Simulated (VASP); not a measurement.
Input of a VASP 6.6.1 run:

INCAR

```
SYSTEM = Re
  ALGO = Normal
  DIPOL = 0.5 0.5 0.500
  EDIFF = 1E-6
  ENCUT = 520
  GGA = PE
  GGA_COMPAT = .FALSE.
  IDIPOL = 3
  ISIF = 2
  ISMEAR = 0
  LASPH = .TRUE.
  LCHARG = .TRUE.
  LDIPOL = .TRUE.
  LELF = .TRUE.
  LREAL = .FALSE.
  LVACPOTAV = .TRUE.
  LVHAR = .TRUE.
  LWAVE = .FALSE.
  NBANDS = 14
  NELM = 120
  NELMDL = -8
  PREC = Accurate
  SIGMA = 0.1
```

KPOINTS

```
k-points
0
G
  6 6 1
  0 0 0
```

The input POSCAR:

```
Re
1.0
    2.5162680000      0.0000000000      0.0000000000
   -1.2581340000      2.1791520000      0.0000000000
    0.0000000000      0.0000000000     18.0000000000
Re
2
Direct
    0.0000000000      0.0000000000      0.3968735500
    0.0000000000      0.0000000000      0.6031264500
```

Potentials or basis: VASP PAW PBE potentials, release 64 (Re).

Launch:

```sh
$ cat potpaw_PBE.64/Re/POTCAR > POTCAR
$ mpirun -np 1 vasp_std > vasp.out
```

Q: Predict the largest force.

A: 0.951 eV/Å.

Q: Predict the band gap on the k mesh.

A: Zero (bands 7 and 8 overlap by 3.47 eV).

Forces in eV/Å, atoms in the order of the input:
```
Re   0.000  0.000  0.951
Re   0.000  0.000 -0.951
```

Caveat: the k points lie up to 0.48 Å⁻¹ apart, too coarse for converged energies and pressures of a metal; spin-orbit coupling is left out, which moves the levels of the heavy elements.
